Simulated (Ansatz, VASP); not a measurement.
## Ir2Ru3: VASP beside Ansatz

```xyz
10
Lattice="2.6899 0.0000 0.0000 -1.3449 2.3295 0.0000 0.0000 0.0000 21.8778" Properties=species:S:1:pos:R:3 pbc="T T T"
Ru    0.0000    1.5530   13.1267
Ru    0.0000    1.5530    0.0000
Ru    0.0000    1.5530    8.7511
Ru    1.3449    0.7765   15.3144
Ru    1.3449    0.7765    6.5633
Ru    1.3449    0.7765   10.9389
Ir    0.0000    1.5530   17.5022
Ir    0.0000    1.5530    4.3756
Ir    1.3449    0.7765   19.6900
Ir    1.3449    0.7765    2.1878
```

Alike in both runs: task relaxation of cell and atoms; functional PBE; k mesh 6 × 6 × 1; occupations gaussian, width 0.1 eV; no spin polarisation.

|  | VASP | Ansatz |
| --- | --- | --- |
| version | VASP 6.6.1 | Ansatz 0.2.0 |
| potentials or method | VASP PAW PBE potentials, release 64 (Ru_pv, Ir), cutoff 600 eV | scalar-relativistic, plane waves, PAW |
| valence electrons in the cell | 120 | 164 |

```tsv
	VASP	Ansatz	Ansatz less VASP
gap on the k mesh at the Fermi level, each at its own relaxed structure (eV)	none	none	-
relaxed volume (Å³/atom)	14.14	14.12	-0.016
relaxed length of the cell vector where the two differ most in proportion (Å)	21.500	21.491	-0.0091
```

A gap of «none» marks a metal or a gap that the smearing closes. VASP's potentials hold 120 valence electrons a cell and Ansatz's 164, so a difference there can come from the potentials and not from the codes.

The k mesh is coarse, so the values compare programs but aren't converged. Spin-orbit coupling is off throughout.
